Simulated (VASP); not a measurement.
Write the native input for VASP 6.6.1 that does the following.

| Property | Result |
| --- | --- |
| Task | single point |
| Functional | revPBE |
| Potentials or basis | VASP PAW PBE potentials, release 64 (K_sv, F) |
| Cutoff | 520 eV |
| k mesh | 8 × 8 × 8 |
| Occupations | gaussian, width 0.05 eV |
| Spin | no spin polarisation |
| Dipole correction | no |
| Further INCAR settings | ALGO = Normal; EDIFF = 1e-06; NBANDS = 15 |

The structure of KF lies in POSCAR:

```
KF
1.0
    0.0000000000      2.7401501625      2.7401501625
    2.7401501625      0.0000000000      2.7401501625
    2.7401501625      2.7401501625      0.0000000000
K F
1 1
Direct
    0.0000000000      0.0000000000      0.0000000000
    0.5000000000      0.5000000000      0.5000000000
```

One way to write it, as run:

INCAR

```
SYSTEM = KF
PREC = Accurate
ENCUT = 520
EDIFF = 1E-6
ISMEAR = 0
SIGMA = 0.05
LREAL = .FALSE.
LASPH = .TRUE.
NELM = 100
ALGO = Normal
ISIF = 2
LWAVE = .FALSE.
LCHARG = .FALSE.
GGA = RE
NBANDS = 15
```

KPOINTS

```
regular mesh
0
G
  8 8 8
  0 0 0
```

Potentials or basis: VASP PAW PBE potentials, release 64 (K_sv, F).

Command:

```sh
$ cat potpaw_PBE.64/K_sv/POTCAR potpaw_PBE.64/F/POTCAR > POTCAR
$ mpirun -np 1 vasp_std > vasp.out
```

Results of the run:

The pressure is 1.0 GPa and the band gap on the k mesh is 6.09 eV.

Caveat: the PAW data sets were made with another functional, which shifts forces and pressure a little.

It took 45 s on 1 thread of Intel Xeon 8259CL (shared host), peak memory 0.17 GiB.
